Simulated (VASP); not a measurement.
Wanted: the native input for a VASP 6.6.1 run.

| Quantity | Value |
| --- | --- |
| Task | single point |
| Functional | PBEsol |
| Dispersion | D3(BJ) |
| Potentials or basis | VASP PAW PBE potentials, release 64 (La, In_d, B) |
| Cutoff | 520 eV |
| k mesh | 3 × 3 × 3 |
| Occupations | gaussian, width 0.01 eV |
| Spin | no spin polarisation |
| Dipole correction | no |
| Further INCAR settings | ALGO = Normal; EDIFF = 1e-06; NBANDS = 32 |

The structure of La3InB lies in POSCAR:

```
La3InB
1.0
    5.3289490000      0.0000000000      0.0000000000
    0.0000000000      5.3289490000      0.0000000000
    0.0000000000      0.0000000000      5.3289490000
La In B
3 1 1
Direct
    0.5000000000      0.0000000000      0.5000000000
    0.0000000000      0.5000000000      0.5000000000
    0.5000000000      0.5000000000      0.0000000000
    0.0000000000      0.0000000000      0.0000000000
    0.5000000000      0.5000000000      0.5000000000
```

One way to write it, as run:

INCAR

```
ALGO = Normal ; EDIFF = 1E-6
ENCUT = 520 ; GGA = PS
ISIF = 2 ; ISMEAR = 0
IVDW = 12 ; LASPH = T
LCHARG = F ; LREAL = F
LWAVE = F ; NBANDS = 32
NELM = 80 ; PREC = Accurate
SIGMA = 0.01
```

KPOINTS

```
k-points
0
Gamma
  3 3 3
```

Potentials or basis: VASP PAW PBE potentials, release 64 (La, In_d, B).

The run is started by

```sh
$ cat potpaw_PBE.64/La/POTCAR potpaw_PBE.64/In_d/POTCAR potpaw_PBE.64/B/POTCAR > POTCAR
$ mpirun -np 1 vasp_std > vasp.out
```

It gave:

```json
{
  "Pressure": "-4.5 GPa",
  "Dispersion energy per atom": "-0.386 eV"
}
```

Caveat: the k points lie up to 0.39 Å⁻¹ apart; the PAW data sets were made with another functional, which shifts forces and pressure a little; pairwise dispersion overbinds metals, which lowers pressure and volume.

It took 44 s on 1 thread of Intel(R) Xeon(R) Platinum 8259CL CPU @ 2.50GHz (Skylake/Cascade Lake) (shared host), peak memory 0.25 GiB.
